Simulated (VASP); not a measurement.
# Hf6Be (Pm-3m) in VASP: single point with PBE

Aim: the single point of Hf6Be with PBE.

All numbers are computed with VASP 6.6.1; they aren't measurements. Logs are shortened: lines on timing, memory, paths and dates and some standing lists are left out, and cuts for length are marked.

## (1) The cell of the first run

It takes space group Pm-3m (No. 221, cubic). The conventional cell has a = 7.165 Å, b = 7.165 Å, c = 7.165 Å, α = 90.00°, β = 90.00°, γ = 90.00°. Within 3.8 Å of Hf (site symmetry 4mm) lie 5 Hf at 2.86 to 3.13 Å.

The cell was built from a structure type or drawn by symmetry, and may not be a known phase.

## (2) Single point, PBE

Input file INCAR:

```
SYSTEM = Hf6Be
PREC = Accurate
ENCUT = 520
EDIFF = 1E-6
ISMEAR = 0
SIGMA = 0.1
LREAL = .False.
LASPH = .True.
NELM = 100
ALGO = Fast
ISIF = 2
LWAVE = .False.
LCHARG = .True.
GGA = PE
LELF = .True.
LVHAR = .True.
NBANDS = 40
```

Input file KPOINTS:

```
regular mesh
0
Gamma
  6 6 6
  0 0 0
```

Input file POSCAR:

```
Hf6Be
1.0
    7.1651714157      0.0000000000      0.0000000000
    0.0000000000      7.1651714157      0.0000000000
    0.0000000000      0.0000000000      7.1651714157
Hf Be
6 1
Direct
    0.2181817726      0.5000000000      0.5000000000
    0.5000000000      0.5000000000      0.7818182274
    0.5000000000      0.5000000000      0.2181817726
    0.5000000000      0.2181817726      0.5000000000
    0.5000000000      0.7818182274      0.5000000000
    0.7818182274      0.5000000000      0.5000000000
    0.0000000000      0.0000000000      0.0000000000
```

Potentials or basis: VASP PAW PBE potentials, release 64 (Hf_pv, Be).

Run with:

```bash
> cat potpaw_PBE.64/Hf_pv/POTCAR potpaw_PBE.64/Be/POTCAR > POTCAR
> mpirun -np 1 vasp_std > vasp.out
```

OUTCAR:

```text
SYSTEM = Hf6Be
   PREC = Accurate
   ENCUT = 520
   EDIFF = 1E-6
   ISMEAR = 0
   LREAL = .False.
   LASPH = .True.
   NELM = 100
   ISIF = 2
   GGA = PE

 ion  position               nearest neighbor table
   1  0.218  0.500  0.500-   2 2.86   3 2.86   4 2.86   5 2.86   6 3.13
   2  0.500  0.500  0.782-   1 2.86   4 2.86   5 2.86   6 2.86   3 3.13
   3  0.500  0.500  0.218-   1 2.86   4 2.86   5 2.86   6 2.86   2 3.13
   4  0.500  0.218  0.500-   1 2.86   2 2.86   3 2.86   6 2.86   5 3.13
   5  0.500  0.782  0.500-   1 2.86   2 2.86   3 2.86   6 2.86   4 3.13
   6  0.782  0.500  0.500-   2 2.86   3 2.86   4 2.86   5 2.86   1 3.13
   7  0.000  0.000  0.000-

  LATTYP: Found a simple cubic cell.
 ALAT       =     7.1651714157

  Lattice vectors:

 A1 = (   7.1651714157,   0.0000000000,   0.0000000000)
 A2 = (   0.0000000000,   7.1651714157,   0.0000000000)
 A3 = (   0.0000000000,   0.0000000000,   7.1651714157)

Analysis of symmetry for initial positions (statically):
=====================================================================
 Subroutine PRICEL returns:
 Original cell was already a primitive cell.

 Routine SETGRP: Setting up the symmetry group for a
 simple cubic supercell.

 Subroutine GETGRP returns: Found 48 space group operations
 (whereof 48 operations were pure point group operations)
 out of a pool of 48 trial point group operations.

The static configuration has the point symmetry O_h .

Analysis of symmetry for dynamics (positions and initial velocities):
=====================================================================
 Subroutine PRICEL returns:
 Original cell was already a primitive cell.

 Routine SETGRP: Setting up the symmetry group for a
 simple cubic supercell.

 Subroutine GETGRP returns: Found 48 space group operations
 (whereof 48 operations were pure point group operations)
 out of a pool of 48 trial point group operations.

The dynamic configuration has the point symmetry O_h .

 Subroutine INISYM returns: Found 48 space group operations
 (whereof 48 operations are pure point group operations),
 and found     1 'primitive' translations

----------------------------------------------------------------------------------------

                                     Primitive cell

  volume of cell :     367.8576

  direct lattice vectors                    reciprocal lattice vectors
     7.165171416  0.000000000  0.000000000     0.139564002  0.000000000  0.000000000
     0.000000000  7.165171416  0.000000000     0.000000000  0.139564002  0.000000000
     0.000000000  0.000000000  7.165171416     0.000000000  0.000000000  0.139564002

  length of vectors
     7.165171416  7.165171416  7.165171416     0.139564002  0.139564002  0.139564002

  position of ions in fractional coordinates (direct lattice)
     0.218181773  0.500000000  0.500000000
     0.500000000  0.500000000  0.781818227
     0.500000000  0.500000000  0.218181773
     0.500000000  0.218181773  0.500000000
     0.500000000  0.781818227  0.500000000
     0.781818227  0.500000000  0.500000000
     0.000000000  0.000000000  0.000000000

  ion indices of the primitive-cell ions
   primitive index   ion index
                 1           1
                 2           2
                 3           3
                 4           4
                 5           5
                 6           6
                 7           7

----------------------------------------------------------------------------------------

 KPOINTS: regular mesh

Automatic generation of k-mesh.
 Grid dimensions read from file:
 generate k-points for:    6    6    6

 Generating k-lattice:

  Cartesian coordinates                     Fractional coordinates (reciprocal lattice)
     0.023260667  0.000000000  0.000000000     0.166666667  0.000000000  0.000000000
     0.000000000  0.023260667  0.000000000     0.000000000  0.166666667  0.000000000
     0.000000000  0.000000000  0.023260667     0.000000000  0.000000000  0.166666667

  Length of vectors
     0.023260667  0.023260667  0.023260667

  Shift w.r.t. Gamma in fractional coordinates (k-lattice)
     0.000000000  0.000000000  0.000000000

 Subroutine IBZKPT returns following result:
 ===========================================

 Found     20 irreducible k-points:

 Following reciprocal coordinates:
            Coordinates               Weight
  0.000000  0.000000  0.000000      1.000000
  0.166667  0.000000  0.000000      6.000000
  0.333333  0.000000  0.000000      6.000000
  0.500000  0.000000  0.000000      3.000000
  0.166667  0.166667  0.000000     12.000000
  0.333333  0.166667  0.000000     24.000000
[... 12 lines left out ...]
  0.500000  0.500000  0.333333      6.000000
  0.500000  0.500000  0.500000      1.000000
   k-points           NKPTS =     20   k-points in BZ     NKDIM =     20   number of bands    NBANDS=     40
   number of dos      NEDOS =    301   number of ions     NIONS =      7
   total plane-waves  NPLWV = 157464
   dimension x,y,z NGX =    54 NGY =   54 NGZ =   54
   dimension x,y,z NGXF=   108 NGYF=  108 NGZF=  108
   ions per type =               6   1
   NGX,Y,Z   is equivalent  to a cutoff of  12.53, 12.53, 12.53 a.u.
   NGXF,Y,Z  is equivalent  to a cutoff of  25.06, 25.06, 25.06 a.u.
 SYSTEM =  Hf6Be
   PREC   = accura    normal or accurate (medium, high low for compatibility)
   ISTART =      0    job   : 0-new  1-cont  2-samecut
   ICHARG =      2    charge: 1-file 2-atom 10-const
   ISPIN  =      1    spin polarized calculation?
   LNONCOLLINEAR =      F non collinear calculations
   LSORBIT =      F    spin-orbit coupling
   LASPH  =      T    aspherical Exc in radial PAW
   ENCUT  =  520.0 eV  38.22 Ry    6.18 a.u.  13.32 13.32 13.32*2*pi/ulx,y,z
   NELM   =    100;   NELMIN=  2; NELMDL= -5     # of ELM steps
   EDIFF  = 0.1E-05   stopping-criterion for ELM
   LREAL  =      F    real-space projection
   EDIFFG = 0.1E-04   stopping-criterion for IOM
   NSW    =      0    number of steps for IOM
   IBRION =     -1    ionic relax: 0-MD 1-quasi-New 2-CG
   NFREE  =      0    steps in history (QN), initial steepest desc. (CG)
   ISIF   =      2    stress and relaxation
   ISYM   =      2    0-nonsym 1-usesym 2-fastsym
   POTIM  = 0.5000    time-step for ionic-motion
   TEBEG  =    0.0;   TEEND  =   0.0 temperature during run
   PSTRESS=    0.0 pullay stress
   NELECT =      62.0000    total number of electrons
   NUPDOWN=      -1.0000    fix difference up-down
   EMIN   =  10.00;   EMAX   =-10.00  energy-range for DOS
   EFERMI =   0.00;   METHOD = LEGACY
   ISMEAR =     0;   SIGMA  =   0.10  broadening in eV -4-tet -1-fermi 0-gaus
   EFERMI_NEDOS =   21; number of points for ismear=-14 and -15
   IALGO  =     68    algorithm
   IMIX   =      4    mixing-type and parameters
     AMIX     =   0.40;   BMIX     =  1.00
     AMIX_MAG =   1.60;   BMIX_MAG =  1.00
  volume/ion in A,a.u.               =      52.55       354.63
  Fermi-wavevector in a.u.,A,eV,Ry     =   0.904299  1.708878 11.126260  0.817757
  Thomas-Fermi vector in A             =   2.027729
   LORBIT       =      0    0 simple, 1 ext, 2 COOP (PROOUT), +10 PAW based schemes
   GGA     = PE    functional components
   LHFCALC =     F    Hartree Fock is set to
   AEXX    =    0.0000 exact exchange contribution
   IVDW    =     0    specifies the selected vdW correction
   LEPSILON=     F    determine dielectric tensor
   LRPA    =     F    only Hartree local field effects (RPA)
 non-spin polarized calculation
 RMM-DIIS sequential band-by-band and
 Gauss-broadening in eV      SIGMA  =   0.10
  energy-cutoff  :      520.00
  volume of cell :      367.86
 maximum number of plane-waves:      9952
 NGX is ok and might be reduce to    54
   NGX = 27   NGY = 27   NGZ = 27

 number of electron      61.9999996 magnetization

 Free energy of the ion-electron system (eV)
  ---------------------------------------------------
  ext. energy  EPLUGINS =         0.00000000
  ---------------------------------------------------
  free energy    TOTEN  =       -45.83532712 eV

  energy without entropy =      -45.77626701  energy(sigma->0) =      -45.80579706

 E-fermi :  -0.1426     XC(G=0):  -6.7510

 val. band max:       -0.1452582219   @ k =   0.5000   0.1667   0.1667
 cond. band min:      -0.1249842090   @ k =   0.5000   0.3333   0.1667
 fundamental gap:      0.0202740129
 Fermi energy:        -0.1426494503

 k-point     1 :       0.0000    0.0000    0.0000
  band No.  band energies     occupation
      1     -31.5191      2.00000
      2     -31.1460      2.00000
      3     -31.1460      2.00000
      4     -31.1460      2.00000
      5     -31.1144      2.00000
      6     -31.1144      2.00000
[... 32 lines left out ...]
     39       1.1999      0.00000
     40       1.2004      0.00000

 k-point     2 :       0.1667    0.0000    0.0000
  band No.  band energies     occupation
      1     -31.5066      2.00000
      2     -31.1688      2.00000
      3     -31.1447      2.00000
      4     -31.1447      2.00000
      5     -31.1169      2.00000
      6     -31.1169      2.00000
[... 32 lines left out ...]
     39       1.0865      0.00000
     40       1.1291      0.00000

 k-point     3 :       0.3333    0.0000    0.0000
  band No.  band energies     occupation
      1     -31.4765      2.00000
      2     -31.2176      2.00000
      3     -31.1413      2.00000
      4     -31.1413      2.00000
      5     -31.1227      2.00000
      6     -31.1227      2.00000
[... 681 lines left out ...]
  band No.  band energies     occupation
      1     -31.3304      2.00000
      2     -31.2360      2.00000
      3     -31.2360      2.00000
      4     -31.1941      2.00000
      5     -31.1385      2.00000
      6     -31.1355      2.00000
[... 32 lines left out ...]
     39       0.8336      0.00000
     40       0.9358      0.00000

 k-point    20 :       0.5000    0.5000    0.5000
  band No.  band energies     occupation
      1     -31.2933      2.00000
      2     -31.2345      2.00000
      3     -31.2345      2.00000
      4     -31.2345      2.00000
      5     -31.1385      2.00000
      6     -31.1385      2.00000
[... 32 lines left out ...]
     39       0.7326      0.00000
     40       1.1336      0.00000

------------------------ aborting loop because EDIFF is reached ----------------------------------------

  FORCE on cell =-STRESS in cart. coord.  units (eV):
  Direction    XX          YY          ZZ          XY          YZ          ZX
  --------------------------------------------------------------------------------------
  -------------------------------------------------------------------------------------
  Total       -0.3360759     -0.3360759     -0.3360759     -0.0000000     -0.0000000     -0.0000000
  in kB       -1.4637546     -1.4637546     -1.4637546     -0.0000000     -0.0000000     -0.0000000
  external PRESSURE =      -1.4637546 kB  Pullay stress =       0.0000000 kB

 VOLUME and BASIS-vectors are now :
 -----------------------------------------------------------------------------
  energy-cutoff  :      520.00
  volume of cell :      367.86
      direct lattice vectors                 reciprocal lattice vectors
     7.165171416  0.000000000  0.000000000     0.139564002  0.000000000  0.000000000
     0.000000000  7.165171416  0.000000000     0.000000000  0.139564002  0.000000000
     0.000000000  0.000000000  7.165171416     0.000000000  0.000000000  0.139564002

 POSITION                                       TOTAL-FORCE (eV/Angst)
 -----------------------------------------------------------------------------------
      1.56331      3.58259      3.58259         0.098737      0.000000      0.000000
      3.58259      3.58259      5.60186         0.000000      0.000000     -0.098737
      3.58259      3.58259      1.56331         0.000000     -0.000000      0.098737
      3.58259      1.56331      3.58259         0.000000      0.098737      0.000000
      3.58259      5.60186      3.58259        -0.000000     -0.098737     -0.000000
      5.60186      3.58259      3.58259        -0.098737     -0.000000     -0.000000
      0.00000      0.00000      0.00000         0.000000      0.000000      0.000000
 -----------------------------------------------------------------------------------
    total drift:                                0.000000      0.000000      0.000000

  FREE ENERGIE OF THE ION-ELECTRON SYSTEM (eV)
  ---------------------------------------------------
  free  energy   TOTEN  =       -45.8353271163 eV

  energy  without entropy=      -45.7762670060  energy(sigma->0) =      -45.80579706
```

It took 12 min on 1 thread of Intel Xeon Platinum 8259CL at 2.50GHz (Skylake/Cascade Lake), shared host; peak memory 0.53 GiB.

Results:

| Quantity | Value |
| --- | --- |
| Free energy | -45.8353 eV |
| Pressure | -0.1 GPa |
| Largest force | 0.099 eV/Å |
| Band gap on the k mesh | zero (bands 31 and 32 overlap by 0.37 eV) |

Forces in eV/Å, atoms in the order of the input:
```
Hf   0.099  0.000  0.000
Hf   0.000  0.000 -0.099
Hf   0.000  0.000  0.099
Hf   0.000  0.099  0.000
Hf   0.000 -0.099  0.000
Hf  -0.099  0.000  0.000
Be   0.000  0.000  0.000
```

Caveat: spin-orbit coupling is left out, which moves the levels of the heavy elements.
